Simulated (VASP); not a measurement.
# ZrC (wurtzite type) (P6_3mc) in VASP: relaxation of cell and atoms with PBE

Aim: the relaxation of cell and atoms of ZrC (wurtzite type) with PBE.

Program: VASP 6.6.1. These are calculated values, not measurements. Logs are shortened: lines on timing, memory, paths and dates and some standing lists are left out, and cuts for length are marked.

### Step 1. The cell of the first run

It takes space group P6_3mc (No. 186, hexagonal). Conventional cell: a = 3.537 Å, b = 3.537 Å, c = 5.765 Å, α = 90.00°, β = 90.00°, γ = 120.00°. Zr (site symmetry 3m) has 4 C at 2.16 to 2.17 Å within 2.9 Å. Within 2.9 Å of C (site symmetry 3m) lie 4 Zr at 2.16 to 2.17 Å.

### Step 2. Relaxation of cell and atoms, PBE

File INCAR:

```
SYSTEM = ZrC
  PREC = Accurate
  ENCUT = 600
  EDIFF = 1E-6
  ISMEAR = -1
  SIGMA = 0.05
  LREAL = .FALSE.
  LASPH = .TRUE.
  NELM = 100
  ALGO = Normal
  ISIF = 3
  LWAVE = .FALSE.
  LCHARG = .FALSE.
  GGA = PE
  IBRION = 2
  NSW = 100
  EDIFFG = -0.005
```

File KPOINTS:

```
regular mesh
0
G
  13 13 7
  0 0 0
```

File POSCAR:

```
ZrC
1.0
    3.5370519206      0.0000000000      0.0000000000
   -1.7685259603      3.0631768178      0.0000000000
    0.0000000000      0.0000000000      5.7653946306
Zr C
2 2
Direct
    0.3333333333      0.6666666667      0.0000000000
    0.6666666667      0.3333333333      0.5000000000
    0.3333333333      0.6666666667      0.3760000000
    0.6666666667      0.3333333333      0.8760000000
```

Potentials or basis: VASP PAW PBE potentials, release 64 (Zr_sv, C).

Launch:

```console
$ cat potpaw_PBE.64/Zr_sv/POTCAR potpaw_PBE.64/C/POTCAR > POTCAR
$ mpirun -np 1 vasp_std > vasp.out
```

OUTCAR:

```text
SYSTEM = ZrC
   PREC = Accurate
   ENCUT = 600
   EDIFF = 1E-6
   ISMEAR = -1
   LREAL = .FALSE.
   LASPH = .TRUE.
   NELM = 100
   ISIF = 3
   GGA = PE
   IBRION = 2
   NSW = 100
   EDIFFG = -0.005

 ion  position               nearest neighbor table
   1  0.333  0.667  0.000-   4 2.16   4 2.16   4 2.16   3 2.17   2 3.53   2 3.53   2 3.53   2 3.53
                             2 3.53   2 3.53
   2  0.667  0.333  0.500-   3 2.16   3 2.16   3 2.16   4 2.17   1 3.53   1 3.53   1 3.53   1 3.53
                             1 3.53   1 3.53
   3  0.333  0.667  0.376-   2 2.16   2 2.16   2 2.16   1 2.17
   4  0.667  0.333  0.876-   1 2.16   1 2.16   1 2.16   2 2.17

  LATTYP: Found a hexagonal cell.
 ALAT       =     3.5370519206
 C/A-ratio  =     1.6300000000

  Lattice vectors:

 A1 = (   3.5370519206,   0.0000000000,   0.0000000000)
 A2 = (  -1.7685259603,   3.0631768178,   0.0000000000)
 A3 = (   0.0000000000,   0.0000000000,   5.7653946306)

Analysis of symmetry for initial positions (statically):
=====================================================================
 Subroutine PRICEL returns:
 Original cell was already a primitive cell.

 Routine SETGRP: Setting up the symmetry group for a
 hexagonal supercell.

 Subroutine GETGRP returns: Found 12 space group operations
 (whereof  6 operations were pure point group operations)
 out of a pool of 24 trial point group operations.

The static configuration has the point symmetry C_3v.
 The point group associated with its full space group is C_6v.

Analysis of symmetry for dynamics (positions and initial velocities):
=====================================================================
 Subroutine PRICEL returns:
 Original cell was already a primitive cell.

 Routine SETGRP: Setting up the symmetry group for a
 hexagonal supercell.

 Subroutine GETGRP returns: Found 12 space group operations
 (whereof  6 operations were pure point group operations)
 out of a pool of 24 trial point group operations.

The dynamic configuration has the point symmetry C_3v.
 The point group associated with its full space group is C_6v.

 Subroutine INISYM returns: Found 12 space group operations
 (whereof  6 operations are pure point group operations),
 and found     1 'primitive' translations

----------------------------------------------------------------------------------------

                                     Primitive cell

  volume of cell :      62.4658

  direct lattice vectors                    reciprocal lattice vectors
     3.537051921  0.000000000  0.000000000     0.282721323  0.163229232  0.000000000
    -1.768525960  3.063176818  0.000000000     0.000000000  0.326458464  0.000000000
     0.000000000  0.000000000  5.765394631     0.000000000  0.000000000  0.173448665

  length of vectors
     3.537051921  3.537051921  5.765394631     0.326458464  0.326458464  0.173448665

  position of ions in fractional coordinates (direct lattice)
     0.333333333  0.666666667  0.000000000
     0.666666667  0.333333333  0.500000000
     0.333333333  0.666666667  0.376000000
     0.666666667  0.333333333  0.876000000

  ion indices of the primitive-cell ions
   primitive index   ion index
                 1           1
                 2           2
                 3           3
                 4           4

----------------------------------------------------------------------------------------

 KPOINTS: regular mesh

Automatic generation of k-mesh.
 Grid dimensions read from file:
 generate k-points for:   13   13    7

 Generating k-lattice:

  Cartesian coordinates                     Fractional coordinates (reciprocal lattice)
     0.021747794  0.012556095  0.000000000     0.076923077  0.000000000  0.000000000
     0.000000000  0.025112190  0.000000000     0.000000000  0.076923077  0.000000000
     0.000000000  0.000000000  0.024778381     0.000000000  0.000000000  0.142857143

  Length of vectors
     0.025112190  0.025112190  0.024778381

  Shift w.r.t. Gamma in fractional coordinates (k-lattice)
     0.000000000  0.000000000  0.000000000

 Subroutine IBZKPT returns following result:
 ===========================================

 Found     84 irreducible k-points:

 Following reciprocal coordinates:
            Coordinates               Weight
  0.000000  0.000000  0.000000      1.000000
  0.076923  0.000000  0.000000      6.000000
  0.153846 -0.000000  0.000000      6.000000
  0.230769 -0.000000  0.000000      6.000000
  0.307692 -0.000000  0.000000      6.000000
  0.384615  0.000000  0.000000      6.000000
[... 16 lines left out ...]
  0.076923  0.000000  0.142857     12.000000
  0.153846 -0.000000  0.142857     12.000000
 [... further k-points ...]
   k-points           NKPTS =     84   k-points in BZ     NKDIM =     84   number of bands    NBANDS=     20
   number of dos      NEDOS =    301   number of ions     NIONS =      4
   total plane-waves  NPLWV =  37632
   dimension x,y,z NGX =    28 NGY =   28 NGZ =   48
   dimension x,y,z NGXF=    56 NGYF=   56 NGZF=   96
   ions per type =               2   2
   NGX,Y,Z   is equivalent  to a cutoff of  13.16, 13.16, 13.84 a.u.
   NGXF,Y,Z  is equivalent  to a cutoff of  26.32, 26.32, 27.68 a.u.
 SYSTEM =  ZrC
   PREC   = accura    normal or accurate (medium, high low for compatibility)
   ISTART =      0    job   : 0-new  1-cont  2-samecut
   ICHARG =      2    charge: 1-file 2-atom 10-const
   ISPIN  =      1    spin polarized calculation?
   LNONCOLLINEAR =      F non collinear calculations
   LSORBIT =      F    spin-orbit coupling
   LASPH  =      T    aspherical Exc in radial PAW
   ENCUT  =  600.0 eV  44.10 Ry    6.64 a.u.   7.06  7.06 11.51*2*pi/ulx,y,z
   NELM   =    100;   NELMIN=  2; NELMDL= -5     # of ELM steps
   EDIFF  = 0.1E-05   stopping-criterion for ELM
   LREAL  =      F    real-space projection
   EDIFFG = -.5E-02   stopping-criterion for IOM
   NSW    =    100    number of steps for IOM
   IBRION =      2    ionic relax: 0-MD 1-quasi-New 2-CG
   NFREE  =      1    steps in history (QN), initial steepest desc. (CG)
   ISIF   =      3    stress and relaxation
   ISYM   =      2    0-nonsym 1-usesym 2-fastsym
   POTIM  = 0.5000    time-step for ionic-motion
   TEBEG  =    0.0;   TEEND  =   0.0 temperature during run
   PSTRESS=    0.0 pullay stress
   NELECT =      32.0000    total number of electrons
   NUPDOWN=      -1.0000    fix difference up-down
   EMIN   =  10.00;   EMAX   =-10.00  energy-range for DOS
   EFERMI =   0.00;   METHOD = LEGACY
   ISMEAR =    -1;   SIGMA  =   0.05  broadening in eV -4-tet -1-fermi 0-gaus
   EFERMI_NEDOS =   21; number of points for ismear=-14 and -15
   IALGO  =     38    algorithm
   IMIX   =      4    mixing-type and parameters
     AMIX     =   0.40;   BMIX     =  1.00
     AMIX_MAG =   1.60;   BMIX_MAG =  1.00
  volume/ion in A,a.u.               =      15.62       105.39
  Fermi-wavevector in a.u.,A,eV,Ry     =   1.309918  2.475385 23.346021  1.715884
  Thomas-Fermi vector in A             =   2.440484
   LORBIT       =      0    0 simple, 1 ext, 2 COOP (PROOUT), +10 PAW based schemes
   GGA     = PE    functional components
   LHFCALC =     F    Hartree Fock is set to
   AEXX    =    0.0000 exact exchange contribution
   IVDW    =     0    specifies the selected vdW correction
   LEPSILON=     F    determine dielectric tensor
   LRPA    =     F    only Hartree local field effects (RPA)
 conjugate gradient relaxation of ions
 non-spin polarized calculation
  energy-cutoff  :      600.00
  volume of cell :       62.47
 maximum number of plane-waves:      2104
   NGX = 15   NGY = 15   NGZ = 23

--------------------------------------- Ionic step        1  -------------------------------------------

 number of electron      32.0000000 magnetization

 Free energy of the ion-electron system (eV)
  ---------------------------------------------------
  ext. energy  EPLUGINS =         0.00000000
  ---------------------------------------------------
  free energy    TOTEN  =       -36.86339865 eV

  energy without entropy =      -36.86338188  energy(sigma->0) =      -36.86339027

------------------------ aborting loop because EDIFF is reached ----------------------------------------

  FORCE on cell =-STRESS in cart. coord.  units (eV):
  Direction    XX          YY          ZZ          XY          YZ          ZX
  --------------------------------------------------------------------------------------
  -------------------------------------------------------------------------------------
  Total        4.0337609      4.0337609      0.8175553      0.0000000      0.0000000     -0.0000000
  in kB      103.4613624    103.4613624     20.9693605      0.0000000      0.0000000     -0.0000000
  external PRESSURE =      75.9640285 kB  Pullay stress =       0.0000000 kB
[... 95 lines left out ...]
  FREE ENERGIE OF THE ION-ELECTRON SYSTEM (eV)
  ---------------------------------------------------
  free  energy   TOTEN  =       -36.9764819683 eV

  energy  without entropy=      -36.9764737629  energy(sigma->0) =      -36.97647787

[... ionic steps 4 to 39 ...]

--------------------------------------- Ionic step       40  -------------------------------------------

 number of electron      32.0000001 magnetization

------------------------ aborting loop because EDIFF is reached ----------------------------------------

  FORCE on cell =-STRESS in cart. coord.  units (eV):
  Direction    XX          YY          ZZ          XY          YZ          ZX
  --------------------------------------------------------------------------------------
  -------------------------------------------------------------------------------------
  Total       -0.0347676     -0.0347676      0.0209818      0.0000000     -0.0000000      0.0000000
  in kB       -0.9014690     -0.9014690      0.5440263      0.0000000     -0.0000000      0.0000000
  external PRESSURE =      -0.4196373 kB  Pullay stress =       0.0000000 kB
[... 61 lines left out ...]
  energy  without entropy=      -37.8731037163  energy(sigma->0) =      -37.87447402

--------------------------------------- Ionic step       42  -------------------------------------------

 number of electron      32.0000001 magnetization

 Free energy of the ion-electron system (eV)
  ---------------------------------------------------
  ext. energy  EPLUGINS =         0.00000000
  ---------------------------------------------------
  free energy    TOTEN  =       -37.87585027 eV

  energy without entropy =      -37.87311193  energy(sigma->0) =      -37.87448110

 E-fermi :   7.3961     XC(G=0): -11.0147

 val. band max:        7.3323171329   @ k =   0.3077   0.1538   0.0000
 cond. band min:       7.4143855204   @ k =   0.1538  -0.0000   0.0000
 fundamental gap:      0.0820683876
 Fermi energy:         7.3961104273

 k-point     1 :       0.0000    0.0000    0.0000
  band No.  band energies     occupation
      1     -40.6845      2.00000
      2     -40.5562      2.00000
      3     -19.0357      2.00000
      4     -18.8138      2.00000
      5     -18.8138      2.00000
      6     -18.5783      2.00000
[... 12 lines left out ...]
     19       9.7679      0.00000
[... 513 lines left out ...]
      4     -18.8218      2.00000
      5     -18.8108      2.00000
      6     -18.6528      2.00000
[... 12 lines left out ...]
     19      11.0557      0.00000
     20      11.9602      0.00000

 [... further k-points ...]

------------------------ aborting loop because EDIFF is reached ----------------------------------------

  FORCE on cell =-STRESS in cart. coord.  units (eV):
  Direction    XX          YY          ZZ          XY          YZ          ZX
  --------------------------------------------------------------------------------------
  -------------------------------------------------------------------------------------
  Total       -0.0047678     -0.0047678     -0.0047423      0.0000000      0.0000000      0.0000000
  in kB       -0.1236576     -0.1236576     -0.1229964      0.0000000      0.0000000      0.0000000
  external PRESSURE =      -0.1234372 kB  Pullay stress =       0.0000000 kB
[... 19 lines left out ...]
  FREE ENERGIE OF THE ION-ELECTRON SYSTEM (eV)
  ---------------------------------------------------
  free  energy   TOTEN  =       -37.8758502656 eV

  energy  without entropy=      -37.8731119310  energy(sigma->0) =      -37.87448110

 reached required accuracy - stopping structural energy minimisation
```

It took 45 min on 1 thread of Intel Xeon Platinum 8375C at 2.90GHz (Ice Lake), shared host; peak memory 0.29 GiB.

What came out:

- Free energy: -37.8759 eV
- Relaxed volume: 15.44 Å³/atom
- Relaxed cell: a = 3.889 Å, b = 3.889 Å, c = 4.716 Å, α = 90.00°, β = 90.00°, γ = 120.00°
- Space group after relaxing (to 0.05 Å): P6_3mc (No. 186)
- Energy gained by relaxing: 253.1 meV/atom
- Ionic steps: 42
- Pressure after relaxing: 0.0 GPa
- Band gap on the k mesh: zero (band 16 reaches 8.51 eV, above the bottom of band 17 at 7.24 eV)

The path:
```csv
step,energy change (eV),largest force (eV/Å),pressure (GPa),volume (Å³)
1,0.0000,0.3463,7.60,62.47
3,-0.1131,0.4006,-1.98,66.22
5,-0.4199,1.1464,-1.07,64.71
7,-0.4708,2.0671,1.10,63.63
9,-0.5081,2.5439,4.33,62.37
11,-0.5657,2.2715,4.35,62.25
13,-0.5704,2.1222,4.65,62.17
15,-0.6912,1.7245,2.72,62.43
17,-0.9523,0.4479,-3.82,63.59
19,-0.9611,0.2524,-4.93,63.86
21,-0.9990,0.1792,-0.93,62.19
23,-1.0024,0.1485,0.34,61.70
25,-1.0105,0.0742,0.29,61.71
27,-1.0114,0.0476,0.29,61.71
29,-1.0122,0.0169,-0.28,61.88
31,-1.0124,0.0090,0.03,61.77
33,-1.0124,0.0093,-0.01,61.77
35,-1.0124,0.0098,0.09,61.75
37,-1.0124,0.0066,0.02,61.78
39,-1.0124,0.0062,-0.02,61.79
41,-1.0124,0.0008,-0.07,61.80
42,-1.0125,0.0005,-0.01,61.77
```

Final structure:
```xyz
4
Lattice="3.8891 0.0000 0.0000 -1.9446 3.3681 0.0000 0.0000 0.0000 4.7160" Properties=species:S:1:pos:R:3 pbc="T T T"
Zr    0.0000    2.2454    4.4436
Zr    1.9446    1.1227    2.0856
C     0.0000    2.2454    2.0456
C     1.9446    1.1227    4.4036
```

Levels at points of the mesh, in eV from the Fermi level:
```
           k point  band 13  band 14  band 15  band 16  band 17  band 18  band 19  band 20
(0.00, 0.00, 0.00)    -2.36    -2.36    -1.40     1.11     1.11     1.19     2.37     4.22
```
